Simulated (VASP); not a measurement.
Input of a VASP 6.6.1 run:

The input INCAR:

```
SYSTEM = Sn
ALGO = Fast
EDIFF = 1E-7
ENCUT = 520
GGA = PS
ISIF = 2
ISMEAR = 0
LASPH = .TRUE.
LCHARG = .TRUE.
LELF = .TRUE.
LREAL = .FALSE.
LVHAR = .TRUE.
LWAVE = .FALSE.
NBANDS = 21
NELM = 100
PREC = Accurate
SIGMA = 0.15
```

Contents of KPOINTS:

```
k-points
0
G
  12 12 12
  0 0 0
```

The input POSCAR:

```
Sn
1.0
    0.0000000000      3.1157760000      3.5052480000
    3.1157760000      0.0000000000      3.5052480000
    3.1157760000      3.1157760000      0.0000000000
Sn
2
Direct
    0.5000000000      0.5000000000      0.5000000000
    0.7500000000      0.7500000000      0.7500000000
```

Potentials or basis: VASP PAW PBE potentials, release 64 (Sn_d).

Run with:

```bash
$ cat potpaw_PBE.64/Sn_d/POTCAR > POTCAR
$ mpirun -np 1 vasp_std > vasp.out
```

Problem. Predict the band gap on the k mesh.

Solution. Zero (band 14 reaches 5.91 eV, above the bottom of band 15 at 5.30 eV).

Problem. What does it give for the pressure?

Solution. 1.1 GPa.

Stress tensor (GPa, compression positive):
```
 2.46  0.00  0.00
 0.00  2.46  0.00
 0.00  0.00 -1.74
```

Caveat: the cell differs from its parent crystal (strain -0.040 along x and y, +0.080 along z); the PAW data sets were made with another functional, which shifts forces and pressure a little; spin-orbit coupling is left out, which moves the levels of the heavy elements.
